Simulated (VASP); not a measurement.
# SbRu2 (I4/mmm) in VASP: notebook, part 2 of 2

VASP 6.6.1. Earlier steps stand in the parts before.

### Step 3. Single point, PBE

This run uses another cell than the first one, of 17.30 Å³/atom.

File INCAR:

```
SYSTEM = SbRu2
ALGO = Normal ; EDIFF = 1E-7
ENCUT = 520 ; GGA = PE
ISIF = 2 ; ISMEAR = 0
LASPH = .True. ; LCHARG = .True.
LELF = .True. ; LREAL = .False.
LVHAR = .True. ; LWAVE = .False.
NBANDS = 24 ; NELM = 60
PREC = Accurate ; SIGMA = 0.1
```

File KPOINTS:

```
k-points
0
Gamma
  8 8 8
  0 0 0
```

File POSCAR:

```
SbRu2
1.0
   -1.7422414585      1.7422414585      4.2739360780
    1.7422414585     -1.7422414585      4.2739360780
    1.7422414585      1.7422414585     -4.2739360780
Sb Ru
1 2
Direct
    0.0000000000      0.0000000000      0.0000000000
    0.6650000000      0.6650000000      0.0000000000
    0.3350000000      0.3350000000      0.0000000000
```

Potentials or basis: VASP PAW PBE potentials, release 64 (Sb, Ru_pv).

Command:

```sh
> cat potpaw_PBE.64/Sb/POTCAR potpaw_PBE.64/Ru_pv/POTCAR > POTCAR
> mpirun -np 1 vasp_std > vasp.out
```

OUTCAR:

```text
SYSTEM = SbRu2
   EDIFF = 1E-7
   ENCUT = 520
   GGA = PE
   ISIF = 2
   ISMEAR = 0
   LASPH = .True.
   LREAL = .False.
   NELM = 60
   PREC = Accurate

 ion  position               nearest neighbor table
   1  0.000  0.000  0.000-   2 2.84   2 2.84   2 2.84   3 2.84   2 2.84   3 2.84   3 2.84   3 2.84
                             2 2.86   3 2.86
   2  0.665  0.665  0.000-   3 2.82   1 2.84   1 2.84   1 2.84   1 2.84   3 2.86   3 2.86   3 2.86
                             3 2.86   1 2.86
   3  0.335  0.335  0.000-   2 2.82   1 2.84   1 2.84   1 2.84   1 2.84   2 2.86   2 2.86   2 2.86
                             2 2.86   1 2.86

  LATTYP: Found a body centered tetragonal cell.
 ALAT       =     3.4844829170
 C/A-ratio  =     2.4531250001

  Lattice vectors:

 A1 = (  -1.7422414585,   1.7422414585,   4.2739360780)
 A2 = (   1.7422414585,  -1.7422414585,   4.2739360780)
 A3 = (   1.7422414585,   1.7422414585,  -4.2739360780)

Analysis of symmetry for initial positions (statically):
=====================================================================
 Subroutine PRICEL returns:
 Original cell was already a primitive cell.

 Routine SETGRP: Setting up the symmetry group for a
 body centered tetragonal supercell.

 Subroutine GETGRP returns: Found 16 space group operations
 (whereof 16 operations were pure point group operations)
 out of a pool of 16 trial point group operations.

The static configuration has the point symmetry D_4h.

Analysis of symmetry for dynamics (positions and initial velocities):
=====================================================================
 Subroutine PRICEL returns:
 Original cell was already a primitive cell.

 Routine SETGRP: Setting up the symmetry group for a
 body centered tetragonal supercell.

 Subroutine GETGRP returns: Found 16 space group operations
 (whereof 16 operations were pure point group operations)
 out of a pool of 16 trial point group operations.

The dynamic configuration has the point symmetry D_4h.

 Subroutine INISYM returns: Found 16 space group operations
 (whereof 16 operations are pure point group operations),
 and found     1 'primitive' translations

----------------------------------------------------------------------------------------

                                     Primitive cell

  volume of cell :      51.8925

  direct lattice vectors                    reciprocal lattice vectors
    -1.742241458  1.742241458  4.273936078     0.000000000  0.286986627  0.116988179
     1.742241458 -1.742241458  4.273936078     0.286986627  0.000000000  0.116988179
     1.742241458  1.742241458 -4.273936078     0.286986627  0.286986627  0.000000000

  length of vectors
     4.933288984  4.933288984  4.933288984     0.309915405  0.309915405  0.405860380

  position of ions in fractional coordinates (direct lattice)
     0.000000000  0.000000000  0.000000000
     0.665000000  0.665000000  0.000000000
     0.335000000  0.335000000  0.000000000

  ion indices of the primitive-cell ions
   primitive index   ion index
                 1           1
                 2           2
                 3           3

----------------------------------------------------------------------------------------

 KPOINTS: k-points

Automatic generation of k-mesh.
 Grid dimensions read from file:
 generate k-points for:    8    8    8

 Generating k-lattice:

  Cartesian coordinates                     Fractional coordinates (reciprocal lattice)
     0.000000000  0.035873328  0.014623522     0.125000000 -0.000000000  0.000000000
     0.035873328  0.000000000  0.014623522    -0.000000000  0.125000000  0.000000000
     0.035873328  0.035873328  0.000000000     0.000000000  0.000000000  0.125000000

  Length of vectors
     0.038739426  0.038739426  0.050732548

  Shift w.r.t. Gamma in fractional coordinates (k-lattice)
     0.000000000  0.000000000  0.000000000

 Subroutine IBZKPT returns following result:
 ===========================================

 Found     59 irreducible k-points:

 Following reciprocal coordinates:
            Coordinates               Weight
  0.000000  0.000000  0.000000      1.000000
  0.125000 -0.000000  0.000000      8.000000
  0.250000 -0.000000  0.000000      8.000000
  0.375000  0.000000  0.000000      8.000000
  0.500000 -0.000000  0.000000      4.000000
  0.125000  0.125000  0.000000      8.000000
[... 16 lines left out ...]
  0.250000  0.125000  0.125000     16.000000
  0.375000  0.125000  0.125000      8.000000
 [... further k-points ...]
   k-points           NKPTS =     59   k-points in BZ     NKDIM =     59   number of bands    NBANDS=     24
   number of dos      NEDOS =    301   number of ions     NIONS =      3
   total plane-waves  NPLWV =  64000
   dimension x,y,z NGX =    40 NGY =   40 NGZ =   40
   dimension x,y,z NGXF=    80 NGYF=   80 NGZF=   80
   ions per type =               1   2
   NGX,Y,Z   is equivalent  to a cutoff of  13.48, 13.48, 13.48 a.u.
   NGXF,Y,Z  is equivalent  to a cutoff of  26.96, 26.96, 26.96 a.u.
 SYSTEM =  SbRu2
   PREC   = accura    normal or accurate (medium, high low for compatibility)
   ISTART =      0    job   : 0-new  1-cont  2-samecut
   ICHARG =      2    charge: 1-file 2-atom 10-const
   ISPIN  =      1    spin polarized calculation?
   LNONCOLLINEAR =      F non collinear calculations
   LSORBIT =      F    spin-orbit coupling
   LASPH  =      T    aspherical Exc in radial PAW
   ENCUT  =  520.0 eV  38.22 Ry    6.18 a.u.   9.17  9.17  9.17*2*pi/ulx,y,z
   NELM   =     60;   NELMIN=  2; NELMDL= -5     # of ELM steps
   EDIFF  = 0.1E-06   stopping-criterion for ELM
   LREAL  =      F    real-space projection
   EDIFFG = 0.1E-05   stopping-criterion for IOM
   NSW    =      0    number of steps for IOM
   IBRION =     -1    ionic relax: 0-MD 1-quasi-New 2-CG
   NFREE  =      0    steps in history (QN), initial steepest desc. (CG)
   ISIF   =      2    stress and relaxation
   ISYM   =      2    0-nonsym 1-usesym 2-fastsym
   POTIM  = 0.5000    time-step for ionic-motion
   TEBEG  =    0.0;   TEEND  =   0.0 temperature during run
   PSTRESS=    0.0 pullay stress
   NELECT =      33.0000    total number of electrons
   NUPDOWN=      -1.0000    fix difference up-down
   EMIN   =  10.00;   EMAX   =-10.00  energy-range for DOS
   EFERMI =   0.00;   METHOD = LEGACY
   ISMEAR =     0;   SIGMA  =   0.10  broadening in eV -4-tet -1-fermi 0-gaus
   EFERMI_NEDOS =   21; number of points for ismear=-14 and -15
   IALGO  =     38    algorithm
   IMIX   =      4    mixing-type and parameters
     AMIX     =   0.40;   BMIX     =  1.00
     AMIX_MAG =   1.60;   BMIX_MAG =  1.00
  volume/ion in A,a.u.               =      17.30       116.73
  Fermi-wavevector in a.u.,A,eV,Ry     =   1.407812  2.660378 26.965847  1.981934
  Thomas-Fermi vector in A             =   2.530033
   LORBIT       =      0    0 simple, 1 ext, 2 COOP (PROOUT), +10 PAW based schemes
   GGA     = PE    functional components
   LHFCALC =     F    Hartree Fock is set to
   AEXX    =    0.0000 exact exchange contribution
   IVDW    =     0    specifies the selected vdW correction
   LEPSILON=     F    determine dielectric tensor
   LRPA    =     F    only Hartree local field effects (RPA)
 non-spin polarized calculation
 Gauss-broadening in eV      SIGMA  =   0.10
  energy-cutoff  :      520.00
  volume of cell :       51.89
 maximum number of plane-waves:      1436
 NGX is ok and might be reduce to    40
   NGX = 19   NGY = 19   NGZ = 19

 number of electron      33.0000002 magnetization

 Free energy of the ion-electron system (eV)
  ---------------------------------------------------
  ext. energy  EPLUGINS =         0.00000000
  ---------------------------------------------------
  free energy    TOTEN  =       -21.05750221 eV

  energy without entropy =      -21.02423905  energy(sigma->0) =      -21.04087063

 E-fermi :  11.1783     XC(G=0): -12.4953

 val. band max:       11.1759524070   @ k =  -0.1250   0.5000   0.1250
 cond. band min:      11.1807654908   @ k =   0.2500   0.1250   0.0000
 fundamental gap:      0.0048130838
 Fermi energy:        11.1783416261

 k-point     1 :       0.0000    0.0000    0.0000
  band No.  band energies     occupation
      1     -31.5240      2.00000
      2     -31.2446      2.00000
      3     -31.2429      2.00000
      4     -31.2429      2.00000
      5     -31.0803      2.00000
      6     -31.0803      2.00000
[... 637 lines left out ...]
     23      18.5127      0.00000
     24      19.7324      0.00000

 [... further k-points ...]

------------------------ aborting loop because EDIFF is reached ----------------------------------------

  FORCE on cell =-STRESS in cart. coord.  units (eV):
  Direction    XX          YY          ZZ          XY          YZ          ZX
  --------------------------------------------------------------------------------------
  -------------------------------------------------------------------------------------
  Total       -2.6005186     -2.6005186     -3.4339816      0.0000000     -0.0000000      0.0000000
  in kB      -80.2908100    -80.2908100   -106.0239163      0.0000000     -0.0000000      0.0000000
  external PRESSURE =     -88.8685121 kB  Pullay stress =       0.0000000 kB

 VOLUME and BASIS-vectors are now :
 -----------------------------------------------------------------------------
  energy-cutoff  :      520.00
  volume of cell :       51.89
      direct lattice vectors                 reciprocal lattice vectors
    -1.742241458  1.742241458  4.273936078     0.000000000  0.286986627  0.116988179
     1.742241458 -1.742241458  4.273936078     0.286986627  0.000000000  0.116988179
     1.742241458  1.742241458 -4.273936078     0.286986627  0.286986627  0.000000000

 POSITION                                       TOTAL-FORCE (eV/Angst)
 -----------------------------------------------------------------------------------
      0.00000      0.00000      0.00000         0.000000      0.000000     -0.000000
      0.00000      0.00000      5.68433        -0.000000     -0.000000      0.001085
      0.00000      0.00000      2.86354        -0.000000     -0.000000     -0.001085
 -----------------------------------------------------------------------------------
    total drift:                               -0.000000     -0.000000      0.000000

  FREE ENERGIE OF THE ION-ELECTRON SYSTEM (eV)
  ---------------------------------------------------
  free  energy   TOTEN  =       -21.0575022092 eV

  energy  without entropy=      -21.0242390544  energy(sigma->0) =      -21.04087063
```

stdout:

```text
POSCAR found type information on POSCAR SbRu
 POSCAR found :  2 types and       3 ions
 scaLAPACK will be used
 LDA part: xc-table for (Slater+PW92), standard interpolation
 POSCAR, INCAR and KPOINTS ok, starting setup
 FFT: planning ... GRIDC
 FFT: planning ... GRID_SOFT
 FFT: planning ... GRID
 WAVECAR not read
 entering main loop
```

It took 57 s on 1 thread of Intel Xeon 6975P-C (Granite Rapids), shared host; peak memory 0.27 GiB.

Results:

```
Free energy            : -21.0575 eV
Pressure               : -8.9 GPa
Band gap on the k mesh : zero (an odd number of electrons rules out a gap without spin polarisation)
```

Stress tensor (GPa, compression positive):
```
 -8.03   0.00   0.00
  0.00  -8.03   0.00
  0.00   0.00 -10.60
```

Caveat: the cell stands under tension; spin-orbit coupling is left out, which moves the levels of the heavy elements.

### Step 4. Relaxation of cell and atoms, PBE

This run uses another cell than the first one, of 17.30 Å³/atom.

File INCAR:

```
SYSTEM = SbRu2
ALGO     = Normal         ! electronic algorithm
EDIFF    = 1E-6           ! SCF threshold, eV
EDIFFG   = -0.04          ! ionic threshold
ENCUT    = 600            ! plane-wave cutoff, eV
GGA      = PE             ! functional
IBRION   = 2              ! ionic algorithm
ISIF     = 3              ! what is computed and relaxed
ISMEAR   = 0              ! smearing method
LASPH    = .TRUE.         ! aspherical terms in the spheres
LCHARG   = .FALSE.        ! write CHGCAR
LREAL    = .FALSE.        ! projectors in reciprocal space
LWAVE    = .FALSE.        ! write WAVECAR
NELM     = 60             ! most SCF steps
NSW      = 90             ! ionic steps
PREC     = Accurate       ! precision mode
SIGMA    = 0.1            ! smearing width, eV
```

File KPOINTS:

```
k-points
0
G
  8 8 8
  0 0 0
```

POSCAR is that of step 3.

Command:

```sh
> cat potpaw_PBE.64/Sb/POTCAR potpaw_PBE.64/Ru_pv/POTCAR > POTCAR
> mpirun -np 1 vasp_std > vasp.out
```

Run time: 10 min. Hardware: 1 thread of Intel Xeon 6975P-C (Granite Rapids), shared host; peak memory 0.29 GiB.

Results (log left out):

```
Free energy                           : -21.1729 eV
Relaxed volume                        : 16.70 Å³/atom
Relaxed cell                          : a = 4.694 Å, b = 4.694 Å, c = 4.694 Å, α = 135.50°, β = 135.50°, γ = 64.76°
Space group after relaxing (to 0.1 Å) : I4/mmm (No. 139)
Energy gained by relaxing             : 38.4 meV/atom
Ionic steps                           : 26
Pressure after relaxing               : 0.0 GPa
Largest force after relaxing          : 0.023 eV/Å
Band gap on the k mesh                : zero (an odd number of electrons rules out a gap without spin polarisation)
```

Forces on the atoms (eV/Å):
```
Sb   0.000  0.000  0.000
Ru   0.000  0.000 -0.023
Ru   0.000  0.000  0.023
```

Stress tensor (GPa, compression positive):
```
-0.06  0.00  0.00
 0.00 -0.06  0.00
 0.00  0.00  0.15
```

Step by step:
```csv
step,energy change (eV),largest force (eV/Å),pressure (GPa),volume (Å³)
1,0.0000,0.0018,-8.91,51.89
2,0.1722,0.1878,21.29,44.99
3,-0.0821,0.0813,-0.18,49.22
4,-0.0821,0.0826,0.05,49.16
5,-0.0821,0.0844,0.26,49.11
6,-0.0838,0.0389,0.28,49.12
7,-0.0865,0.0633,0.43,49.15
8,-0.0866,0.2904,1.02,49.20
9,-0.0876,0.1582,0.66,49.18
10,-0.0888,0.1803,0.38,49.28
11,-0.0921,0.2422,-0.39,49.60
12,-0.0970,0.3311,-1.67,50.23
13,-0.0909,0.3235,-3.41,51.45
14,-0.0979,0.3450,-2.06,50.44
15,-0.0986,0.3449,-2.04,50.47
16,-0.1006,0.3426,-2.04,50.55
17,-0.1032,0.3216,-1.96,50.71
18,-0.1000,0.2298,-1.58,51.01
19,-0.1036,0.3079,-1.90,50.77
20,-0.1050,0.3005,-1.63,50.68
21,-0.1083,0.2772,-0.78,50.42
22,-0.1103,0.2278,1.02,49.88
23,-0.1103,0.2368,0.73,49.97
24,-0.1114,0.2081,0.63,49.99
25,-0.1138,0.1271,0.41,50.02
26,-0.1153,0.0234,0.01,50.10
```

Final structure:
```xyz
3
Lattice="-1.7774 1.7774 3.9642 1.7774 -1.7774 3.9642 1.7774 1.7774 -3.9642" Properties=species:S:1:pos:R:3 pbc="T T T"
Sb    0.0000    0.0000    0.0000
Ru    0.0000    0.0000    5.2830
Ru    1.7774    1.7774   -1.3188
```

Levels at points of the mesh, in eV from the Fermi level:
| k point | band 13 | band 14 | band 15 | band 16 | band 17 | band 18 | band 19 | band 20 |
| --- | --- | --- | --- | --- | --- | --- | --- | --- |
| (0.00, 0.00, 0.00) | -2.49 | -1.52 | -1.33 | -1.33 | 0.38 | 1.59 | 4.47 | 4.47 |
| (0.50, 0.00, 0.00) | -1.75 | -1.07 | -0.62 | -0.61 | -0.10 | -0.08 | 0.28 | 4.54 |
| (0.50, 0.50, 0.00) | -2.34 | -0.83 | -0.64 | -0.44 | -0.35 | -0.12 | 2.19 | 2.77 |
| (0.50, 0.50, 0.50) | -2.29 | -0.53 | -0.37 | -0.37 | -0.12 | 0.04 | 0.28 | 0.28 |

Caveat: spin-orbit coupling is left out, which moves the levels of the heavy elements.

### Step 5. Single point, PBE

File INCAR:

```
PREC = Accurate
ENCUT = 520
EDIFF = 1E-6
ISMEAR = 0
SIGMA = 0.1
LREAL = False
LASPH = True
NELM = 100
ALGO = Fast
ISIF = 2
LWAVE = False
LCHARG = True
GGA = PE
LELF = True
LVHAR = True
NBANDS = 24
```

File KPOINTS:

```
regular mesh
0
Gamma
  18 18 18
```

File POSCAR:

```
SbRu2
1.0
   -1.7761040706      1.7761040706      3.9704925398
    1.7761040706     -1.7761040706      3.9704925398
    1.7761040706      1.7761040706     -3.9704925398
Sb Ru
1 2
Direct
    0.0000000000      0.0000000000      0.0000000000
    0.6656537057      0.6656537057      0.0000000000
    0.3343462943      0.3343462943      0.0000000000
```

Command:

```sh
> cat potpaw_PBE.64/Sb/POTCAR potpaw_PBE.64/Ru_pv/POTCAR > POTCAR
> mpirun -np 1 vasp_std > vasp.out
```

Wall time 5.1 min (1 thread of Intel Xeon 6975P-C (Granite Rapids), shared host); peak memory 0.62 GiB.

The run converged. Its results:

```
Free energy            : -21.1713 eV
Pressure               : -0.3 GPa
Largest force          : 0.012 eV/Å
Band gap on the k mesh : zero (an odd number of electrons rules out a gap without spin polarisation)
```

Forces on the atoms (eV/Å):
```
Sb   0.000  0.000  0.000
Ru   0.000  0.000  0.012
Ru   0.000  0.000 -0.012
```

Stress tensor (GPa, compression positive):
```
-0.23  0.00  0.00
 0.00 -0.23  0.00
 0.00  0.00 -0.33
```

Levels at points of the mesh, in eV from the Fermi level:
```
           k point  band 12  band 13  band 14  band 15  band 16  band 17  band 18  band 19  band 20  band 21
(0.00, 0.00, 0.00)    -2.78    -2.47    -1.56    -1.34    -1.34     0.35     1.52     4.43     4.43     4.68
(0.50, 0.00, 0.00)    -3.19    -1.78    -1.09    -0.64    -0.62    -0.13    -0.09     0.26     4.51     4.60
(0.50, 0.50, 0.00)    -2.70    -2.36    -0.80    -0.61    -0.42    -0.35    -0.12     2.17     2.77     3.16
(0.50, 0.50, 0.50)    -2.95    -2.27    -0.56    -0.35    -0.35    -0.08     0.00     0.28     0.28     6.47
```

Caveat: spin-orbit coupling is left out, which moves the levels of the heavy elements.

### Step 6. The runs side by side

| task | cell | k mesh | cutoff (eV) | gap on the mesh (eV) | pressure (GPa) | largest force (eV/Å) |
| --- | --- | --- | --- | --- | --- | --- |
| single point | a = 4.692 Å, angles 135.4, 135.4, 64.9°, 3 atoms | 8 × 8 × 8 | 520 | none | -0.3 | 0.03 |
| single point | a = 4.933 Å, angles 138.6, 138.6, 59.9°, 3 atoms | 8 × 8 × 8 | 520 | none | -8.9 | - |
| relaxation of cell and atoms | relaxed from a = 4.933 Å, angles 138.6, 138.6, 59.9°, 3 atoms | 8 × 8 × 8 | 600 | none | 0.0 | 0.02 |
| single point | a = 4.698 Å, angles 135.6, 135.6, 64.6°, 3 atoms | 18 × 18 × 18 | 520 | none | -0.3 | 0.01 |

Alike in all rows: level PBE; potentials or basis VASP PAW PBE potentials, release 64 (Sb, Ru_pv); no spin polarisation; smearing gaussian 0.1 eV.

Caveats: spin-orbit coupling is left out, which moves the levels of the heavy elements; the cell stands under tension (at least some runs).

Absolute energies hang on the potentials; compare differences alone.
